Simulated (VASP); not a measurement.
# H17C36 in VASP: single point with PBEsol

Aim: the single point of H17C36 with PBEsol.

All numbers are computed with VASP 6.6.1; they aren't measurements. Logs are shortened: lines on timing, memory, paths and dates and some standing lists are left out, and cuts for length are marked.

**1. The cell of the first run**

The cell holds a slab with vacuum, 53 atoms: a = 7.573 Å, b = 7.573 Å, c = 17.776 Å, α = 90.00°, β = 90.00°, γ = 60.00°.

**2. Single point, PBEsol, collinear spin**

The input, INCAR:

```
  ALGO = Normal
  EDIFF = 1E-6
  ENCUT = 520
  GGA = PS
  ISIF = 2
  ISMEAR = 0
  ISPIN = 2
  LASPH = T
  LCHARG = F
  LORBIT = 11
  LREAL = Auto
  LUSENCCL = F
  LWAVE = F
  MAGMOM = 0 0 0 0 0 0 0 0 0 0 0 0 0 0 0 0 0 0 0 0 0 0 0 0 0 0 0 0 0 0 0 0 0 0 0 0 0 0 0 0 0 0 0 0 0 0.3 0 0 0 0 0 0 0
  NBANDS = 116
  NELM = 150
  PREC = Accurate
  SIGMA = 0.02
```

The input, KPOINTS:

```
k-points
0
Gamma
  2 2 1
```

The input, POSCAR:

```
H17C36
1.0
    7.5731140000      0.0000000000      0.0000000000
    3.7865570000      6.5585090000      0.0000000000
    0.0000000000      0.0000000000     17.7764260000
H C
17 36
Direct
    0.1111111721      0.1111110772      0.0562542774
    0.4444444614      0.1111110772      0.0562542774
    0.7777777507      0.1111110772      0.0562542774
    0.1111110586      0.4444444614      0.0562542774
    0.4444443479      0.4444444614      0.0562542774
    0.7777777693      0.4444444614      0.0562542774
    0.1111111535      0.7777776931      0.0562542774
    0.4444444428      0.7777776931      0.0562542774
    0.7777777321      0.7777776931      0.0562542774
    0.6709705811     -0.0075806864      0.3261265228
   -0.0003179679      0.3330429218      0.3243589572
    0.3341813290      0.3331527028      0.3240771795
    0.6661116274      0.3331014717      0.3240720604
   -0.0002066443      0.6658264859      0.3241659488
    0.3348085626      0.6633529054      0.3243324052
    0.6678085043      0.6670656395      0.3241127322
    0.7090649230      0.9399717222      0.3913106043
    0.1111111721      0.1111110772      0.1181339826
    0.4444444614      0.1111110772      0.1181339826
    0.7777777507      0.1111110772      0.1181339826
    0.1111110586      0.4444444614      0.1181339826
    0.4444443479      0.4444444614      0.1181339826
    0.7777777693      0.4444444614      0.1181339826
    0.1111111535      0.7777776931      0.1181339826
    0.4444444428      0.7777776931      0.1181339826
    0.7777777321      0.7777776931      0.1181339826
   -0.1111110772      0.2222221545      0.1471209680
    0.2222222121      0.2222221545      0.1471209680
    0.5555556335      0.2222221545      0.1471209680
   -0.1111110586      0.5555555386      0.1471209680
    0.2222222307      0.5555555386      0.1471209680
    0.5555555200      0.5555555386      0.1471209680
   -0.1111111721      0.8888889228      0.1471209680
    0.2222221172      0.8888889228      0.1471209680
    0.5555555386      0.8888889228      0.1471209680
   -0.1107175394      0.2212615703      0.2349084118
    0.2226251314      0.2212309231      0.2349577468
    0.5558505166      0.2215663652      0.2342340918
   -0.1109855654      0.5550787534      0.2340490715
    0.2223579541      0.5551290697      0.2340576222
    0.5556850733      0.5551551427      0.2341224833
   -0.1110657290      0.8889329877      0.2354067685
    0.2220050244      0.8890782951      0.2360792884
    0.5551139707      0.8886987881      0.2351724694
   -0.0001786813     -0.0000065564      0.2557817303
    0.3333793946     -0.0000298848      0.2558002379
    0.6672108878     -0.0005216125      0.2593417822
    0.0002044657      0.3325531763      0.2619308291
    0.3337749753      0.3328015560      0.2616570395
    0.6665679332      0.3328123816      0.2616428072
    0.0003349016      0.6655531006      0.2616681216
    0.3339329370      0.6652269594      0.2619621064
    0.6671271028      0.6655366334      0.2616362817
```

Potentials or basis: VASP PAW PBE potentials, release 64 (H, C).

Run with:

```
cat potpaw_PBE.64/H/POTCAR potpaw_PBE.64/C/POTCAR > POTCAR
mpirun -np 1 vasp_std > vasp.out
```

OUTCAR:

```text
EDIFF = 1E-6
   ENCUT = 520
   GGA = PS
   ISIF = 2
   ISMEAR = 0
   ISPIN = 2
   LASPH = T
   LORBIT = 11
   LREAL = Auto
   NELM = 150
   PREC = Accurate

 ion  position               nearest neighbor table
   1  0.111  0.111  0.056-  18 1.10
   2  0.444  0.111  0.056-  19 1.10
   3  0.778  0.111  0.056-  20 1.10
   4  0.111  0.444  0.056-  21 1.10
   5  0.444  0.444  0.056-  22 1.10
   6  0.778  0.444  0.056-  23 1.10
[... 8 lines left out ...]
  15  0.335  0.663  0.324-  52 1.11
  16  0.668  0.667  0.324-  53 1.11
  17  0.709  0.940  0.391-
  18  0.111  0.111  0.118-   1 1.10  28 1.55  34 1.55  27 1.55
  19  0.444  0.111  0.118-   2 1.10  35 1.55  28 1.55  29 1.55
  20  0.778  0.111  0.118-   3 1.10  29 1.55  33 1.55  27 1.55
  21  0.111  0.444  0.118-   4 1.10  30 1.55  31 1.55  28 1.55
  22  0.444  0.444  0.118-   5 1.10  31 1.55  32 1.55  29 1.55
  23  0.778  0.444  0.118-   6 1.10  30 1.55  32 1.55  27 1.55
[... 19 lines left out ...]
  43  0.222  0.889  0.236-  45 1.50  46 1.50  52 1.54  34 1.58
  44  0.555  0.889  0.235-  46 1.50  47 1.52  53 1.54  35 1.57
  45  1.000  1.000  0.256-  36 1.50  43 1.50  42 1.50
  46  0.333  1.000  0.256-  37 1.50  43 1.50  44 1.50
  47  0.667  0.999  0.259-  10 1.19  42 1.52  38 1.52  44 1.52
  48  0.000  0.333  0.262-  11 1.11  36 1.53  37 1.54  39 1.54
  49  0.334  0.333  0.262-  12 1.11  37 1.54  38 1.54  40 1.54
  50  0.667  0.333  0.262-  13 1.11  38 1.54  36 1.54  41 1.54
  51  0.000  0.666  0.262-  14 1.11  39 1.54  40 1.54  42 1.54
  52  0.334  0.665  0.262-  15 1.11  40 1.54  41 1.54  43 1.54
  53  0.667  0.666  0.262-  16 1.11  41 1.53  39 1.54  44 1.54

  LATTYP: Found a hexagonal cell.
 ALAT       =     7.5731139049
 C/A-ratio  =     2.3473073590

  Lattice vectors:

 A1 = (  -3.7865570000,  -6.5585090000,   0.0000000000)
 A2 = (   7.5731140000,   0.0000000000,   0.0000000000)
 A3 = (   0.0000000000,   0.0000000000,  17.7764260000)

Analysis of symmetry for initial positions (statically):
=====================================================================
 Subroutine PRICEL returns:
 Original cell was already a primitive cell.

 Routine SETGRP: Setting up the symmetry group for a
 hexagonal supercell.

 Subroutine GETGRP returns: Found  1 space group operations
 (whereof  1 operations were pure point group operations)
 out of a pool of 24 trial point group operations.

The static configuration has the point symmetry C_1 .

Analysis of symmetry for dynamics (positions and initial velocities):
=====================================================================
 Subroutine PRICEL returns:
 Original cell was already a primitive cell.

 Routine SETGRP: Setting up the symmetry group for a
 hexagonal supercell.

 Subroutine GETGRP returns: Found  1 space group operations
 (whereof  1 operations were pure point group operations)
 out of a pool of 24 trial point group operations.

The dynamic configuration has the point symmetry C_1 .

Analysis of structural, dynamic, and magnetic symmetry:
=====================================================================
 Subroutine PRICEL returns:
 Original cell was already a primitive cell.

 Routine SETGRP: Setting up the symmetry group for a
 hexagonal supercell.

 Subroutine GETGRP returns: Found  1 space group operations
 (whereof  1 operations were pure point group operations)
 out of a pool of 24 trial point group operations.

The overall configuration has the point symmetry C_1 .

 Subroutine INISYM returns: Found  1 space group operations
 (whereof  1 operations are pure point group operations),
 and found     1 'primitive' translations

----------------------------------------------------------------------------------------

                                     Primitive cell

  volume of cell :     882.9255

  direct lattice vectors                    reciprocal lattice vectors
     7.573114000  0.000000000  0.000000000     0.132046078 -0.076236840  0.000000000
     3.786557000  6.558509000  0.000000000     0.000000000  0.152473680  0.000000000
     0.000000000  0.000000000 17.776426000     0.000000000  0.000000000  0.056254277

  length of vectors
     7.573114000  7.573113905 17.776426000     0.152473678  0.152473680  0.056254277
[... 152 lines left out ...]
 SYSTEM =  unknown system
   PREC   = accura    normal or accurate (medium, high low for compatibility)
   ISTART =      0    job   : 0-new  1-cont  2-samecut
   ICHARG =      2    charge: 1-file 2-atom 10-const
   ISPIN  =      2    spin polarized calculation?
   LNONCOLLINEAR =      F non collinear calculations
   LSORBIT =      F    spin-orbit coupling
   LASPH  =      T    aspherical Exc in radial PAW
   ENCUT  =  520.0 eV  38.22 Ry    6.18 a.u.  14.08 14.08 33.05*2*pi/ulx,y,z
   NELM   =    150;   NELMIN=  2; NELMDL= -5     # of ELM steps
   EDIFF  = 0.1E-05   stopping-criterion for ELM
   LREAL  =      T    real-space projection
   EDIFFG = 0.1E-04   stopping-criterion for IOM
   NSW    =      0    number of steps for IOM
   IBRION =     -1    ionic relax: 0-MD 1-quasi-New 2-CG
   NFREE  =      0    steps in history (QN), initial steepest desc. (CG)
   ISIF   =      2    stress and relaxation
   ISYM   =      2    0-nonsym 1-usesym 2-fastsym
   POTIM  = 0.5000    time-step for ionic-motion
   TEBEG  =    0.0;   TEEND  =   0.0 temperature during run
   PSTRESS=    0.0 pullay stress
   NELECT =     161.0000    total number of electrons
   NUPDOWN=      -1.0000    fix difference up-down
   EMIN   =  10.00;   EMAX   =-10.00  energy-range for DOS
   EFERMI =   0.00;   METHOD = LEGACY
   ISMEAR =     0;   SIGMA  =   0.02  broadening in eV -4-tet -1-fermi 0-gaus
   EFERMI_NEDOS =   21; number of points for ismear=-14 and -15
   IALGO  =     38    algorithm
   IMIX   =      4    mixing-type and parameters
     AMIX     =   0.40;   BMIX     =  1.00
     AMIX_MAG =   1.60;   BMIX_MAG =  1.00
  volume/ion in A,a.u.               =      16.66       112.42
  Fermi-wavevector in a.u.,A,eV,Ry     =   0.928344  1.754315 11.725799  0.861822
  Thomas-Fermi vector in A             =   2.054510
   LORBIT       =     11    0 simple, 1 ext, 2 COOP (PROOUT), +10 PAW based schemes
   GGA     = PS    functional components
   LHFCALC =     F    Hartree Fock is set to
   AEXX    =    0.0000 exact exchange contribution
   IVDW    =     0    specifies the selected vdW correction
   LEPSILON=     F    determine dielectric tensor
   LRPA    =     F    only Hartree local field effects (RPA)
 spin polarized calculation
 Gauss-broadening in eV      SIGMA  =   0.02
  energy-cutoff  :      520.00
  volume of cell :      882.93
 maximum number of plane-waves:     23770
   NGX = 29   NGY = 29   NGZ = 67

 number of electron     161.0000000 magnetization       0.9999559

 Free energy of the ion-electron system (eV)
  ---------------------------------------------------
  ext. energy  EPLUGINS =         0.00000000
  ---------------------------------------------------
  free energy    TOTEN  =      -400.15347605 eV

  energy without entropy =     -400.15347604  energy(sigma->0) =     -400.15347605

 E-fermi :  -0.2769     XC(G=0):  -4.7058

 val. band max:       -0.3542370913   @ k =   0.5000   0.0000   0.0000
 cond. band min:      -0.1995140236   @ k =   0.0000   0.0000   0.0000
 fundamental gap:      0.1547230676
 Fermi energy:        -0.2769051348

 spin component 1

 k-point     1 :       0.0000    0.0000    0.0000
  band No.  band energies     occupation
      1     -21.0122      1.00000
      2     -18.4568      1.00000
      3     -18.4211      1.00000
      4     -18.3587      1.00000
      5     -18.3264      1.00000
      6     -18.2752      1.00000
[... 369 lines left out ...]
     91       4.7443      0.00000
     92       4.8935      0.00000
 Fermi energy:        -0.2769051348

 spin component 2

 k-point     1 :       0.0000    0.0000    0.0000
  band No.  band energies     occupation
      1     -20.9808      1.00000
      2     -18.4154      1.00000
      3     -18.3778      1.00000
      4     -18.3260      1.00000
      5     -18.2972      1.00000
      6     -18.2648      1.00000
[... 369 lines left out ...]
     91       4.7969      0.00000
     92       4.9237      0.00000
 [bands above 92 left out]

------------------------ aborting loop because EDIFF is reached ----------------------------------------

  FORCE on cell =-STRESS in cart. coord.  units (eV):
  Direction    XX          YY          ZZ          XY          YZ          ZX
  --------------------------------------------------------------------------------------
  -------------------------------------------------------------------------------------
  Total       -4.8126324     -5.6703641     -1.4930280     -0.0612480      0.1153667      0.9401082
  in kB       -8.7331157    -10.2895756     -2.7092836     -0.1111420      0.2093471      1.7059424
  external PRESSURE =      -7.2439916 kB  Pullay stress =       0.0000000 kB

 VOLUME and BASIS-vectors are now :
 -----------------------------------------------------------------------------
  energy-cutoff  :      520.00
  volume of cell :      882.93
      direct lattice vectors                 reciprocal lattice vectors
     7.573114000  0.000000000  0.000000000     0.132046078 -0.076236840  0.000000000
     3.786557000  6.558509000  0.000000000     0.000000000  0.152473680  0.000000000
     0.000000000  0.000000000 17.776426000     0.000000000  0.000000000  0.056254277

 POSITION                                       TOTAL-FORCE (eV/Angst)
 -----------------------------------------------------------------------------------
      1.26219      0.72872      1.00000         0.006388     -0.006891     -0.282769
      3.78656      0.72872      1.00000        -0.014925      0.000397     -0.315707
      6.31093      0.72872      1.00000         0.006340     -0.009412     -0.253383
      2.52437      2.91489      1.00000         0.001842     -0.009647     -0.359856
      5.04874      2.91489      1.00000        -0.007608      0.002294     -0.350263
      7.57311      2.91489      1.00000         0.003800     -0.016634     -0.348398
[... 45 lines left out ...]
      5.04783      4.36290      4.65675         0.003342     -0.049352      0.039371
      7.57232      4.36493      4.65096         0.018557      0.071247      0.073382
 -----------------------------------------------------------------------------------
    total drift:                               -0.008638      0.011227      0.066471

  FREE ENERGIE OF THE ION-ELECTRON SYSTEM (eV)
  ---------------------------------------------------
  free  energy   TOTEN  =      -400.1534760455 eV

  energy  without entropy=     -400.1534760446  energy(sigma->0) =     -400.15347605

 total charge

# of ion       s       p       d       tot
------------------------------------------
    1        0.641   0.043   0.000   0.684
    2        0.642   0.043   0.000   0.685
    3        0.640   0.043   0.000   0.684
    4        0.643   0.043   0.000   0.686
    5        0.643   0.043   0.000   0.687
    6        0.643   0.043   0.000   0.686
[... 45 lines left out ...]
   52        0.832   1.757   0.000   2.588
   53        0.831   1.759   0.000   2.591
--------------------------------------------------
tot         40.391  63.273   0.000 103.664

 magnetization (x)

# of ion       s       p       d       tot
------------------------------------------
    1        0.001  -0.000   0.000   0.001
    2        0.001  -0.000   0.000   0.001
    3        0.000   0.000   0.000   0.000
    4        0.002   0.000   0.000   0.002
    5        0.000   0.000   0.000   0.000
    6        0.000   0.000   0.000   0.000
[... 45 lines left out ...]
   52        0.001   0.003   0.000   0.004
   53        0.001   0.004   0.000   0.006
--------------------------------------------------
tot          0.073   0.460   0.000   0.533
```

Wall time 6.1 min (1 × NVIDIA H100 80GB with 1 thread of AMD EPYC 7R13 (Zen 3), shared host); peak memory 2.1 GiB.

What came out:

```yaml
Free_energy: -400.1535 eV
Largest_force: 1.623 eV/Å
Band_gap_on_the_k_mesh: 0.15 eV (least direct gap 0.28 eV)
Net_moment: 1.00 μB per cell
Site_moments: H +0.00, -0.00, +0.01 (each value once); C -0.00, +0.00, +0.01, +0.03, -0.01, +0.39 (each value once) μB
Valence_electrons_inside_the_program's_atomic_spheres: H 0.68, 0.69, 0.61, 0.67, 0.43 (each value once); C 2.58, 2.54, 2.55, 2.56, 2.53, 2.57, 2.51, 2.52, 2.59 (each value once)
```

Forces in eV/Å, atoms in the order of the input:
```
H    0.006 -0.007 -0.283
H   -0.015  0.000 -0.316
H    0.006 -0.009 -0.253
H    0.002 -0.010 -0.360
H   -0.008  0.002 -0.350
H    0.004 -0.017 -0.348
H   -0.017  0.025 -0.263
H   -0.024  0.013 -0.331
H    0.041  0.026 -0.285
H    0.106 -0.232  0.314
H   -0.002  0.013 -0.008
H    0.008 -0.010  0.026
H    0.010 -0.015  0.007
H   -0.049  0.087  0.007
H    0.002  0.021  0.015
H   -0.018 -0.026  0.029
H    0.303  0.262 -0.100
C    0.012 -0.001  1.507
C    0.002 -0.012  1.422
C   -0.013  0.025  1.500
C   -0.006  0.052  1.306
C   -0.005  0.034  1.287
C    0.006  0.115  1.333
C    0.048 -0.075  1.534
C    0.079 -0.081  1.437
C   -0.136 -0.107  1.525
C    0.014  0.048 -1.317
C    0.012  0.129 -1.152
C   -0.050  0.087 -1.030
C   -0.023 -0.087 -0.930
C    0.017 -0.076 -0.895
C   -0.010 -0.035 -0.877
C    0.078  0.239 -1.575
C   -0.075 -0.045 -1.621
C   -0.037 -0.095 -1.376
C   -0.042 -0.102  0.284
C   -0.011 -0.023 -0.010
C    0.007 -0.042 -0.022
C   -0.032  0.006 -0.043
C   -0.029  0.020  0.010
C    0.015 -0.014 -0.011
C    0.257  0.171  0.974
C   -0.063  0.053  0.457
C    0.035  0.004 -0.189
C   -0.164 -0.295 -0.790
C    0.124 -0.007 -0.105
C   -0.468 -0.079 -0.350
C    0.088  0.091  0.042
C    0.007  0.005  0.030
C   -0.031  0.052  0.061
C    0.019 -0.100 -0.031
C    0.003 -0.049  0.039
C    0.019  0.071  0.073
```

Caveat: the k points lie up to 0.48 Å⁻¹ apart; there is no dipole correction, which matters where the two faces differ; the PAW data sets were made with another functional, which shifts forces and pressure a little.
